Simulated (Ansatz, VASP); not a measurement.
One calculation of NiAu, two programs

File INCAR:

```
SYSTEM = NiAu
  PREC = Accurate
  ENCUT = 520
  EDIFF = 1E-8
  ISMEAR = -1
  SIGMA = 0.15
  LREAL = .False.
  LASPH = .True.
  NELM = 120
  ALGO = Normal
  ISIF = 2
  LWAVE = .False.
  LCHARG = .False.
  GGA = PS
  LEFG = .True.
  NBANDS = 18
  GGA_COMPAT = .False.
```

The input KPOINTS:

```
regular mesh
0
Gamma
  18 18 18
  0 0 0
```

POSCAR

```
NiAu
1.0
    1.3830028161      0.7984770480      4.2156384629
   -1.3830028161      0.7984770480      4.2156384629
    0.0000000000     -1.5969540964      4.2156384629
Ni Au
1 1
Direct
    0.5000000000      0.5000000000      0.5000000000
    0.0000000000      0.0000000000      0.0000000000
```

Input for Ansatz:

```yaml
crystal:
  lattice:
    - [1.3830028161, 0.798477048, 4.2156384629]
    - [-1.3830028161, 0.798477048, 4.2156384629]
    - [0.0, -1.5969540964, 4.2156384629]
  atoms:
    - { symbol: Ni, position: [0.5, 0.5, 0.5] }
    - { symbol: Au, position: [0.0, 0.0, 0.0] }
basis:
  ecutwfc: 420
kpoints:
  mp_grid: { grid: [18, 18, 18] }
hamiltonian:
  xc: pbesol
scf:
  occupations: { method: fermi_dirac, width: 0.15 }
output:
  forces: true
  stress: true
  eigenvalues: true
  efg: {}
checkpoint:
  read: start.run
  write: ck
  compress: false
  write_wavefunctions: false
  write_every: 100000
```

Alike in both runs: task electric field gradients; functional PBEsol; k mesh 18 × 18 × 18; occupations fermi-dirac, width 0.15 eV; no spin polarisation.

|  | VASP | Ansatz |
| --- | --- | --- |
| version | VASP 6.6.1 | Ansatz 0.2.0 |
| potentials or method | VASP PAW PBE potentials, release 64 (Ni, Au), cutoff 520 eV | scalar-relativistic, plane waves, PAW |
| valence electrons in the cell | 21 | 37 |

Ansatz gave:

- gap on the k mesh at the Fermi level (eV): none
- pressure (GPa): 0.0
- size of Vzz on the site where it differs most (V/Å²): 23.9

Problem. What did VASP give for the same quantities?

Solution. gap on the k mesh at the Fermi level (eV): none; pressure (GPa): -0.1; size of Vzz on the site where it differs most (V/Å²): 41.0.

VASP's potentials were made for PBE, not for PBEsol. A gap of «none» marks a metal or a gap that the smearing closes. With one functional, cell and mesh, what is left measures potentials, basis and numerics. VASP's potentials hold 21 valence electrons a cell and Ansatz's 37, so a difference there can come from the potentials and not from the codes.

Spin-orbit coupling is off throughout.
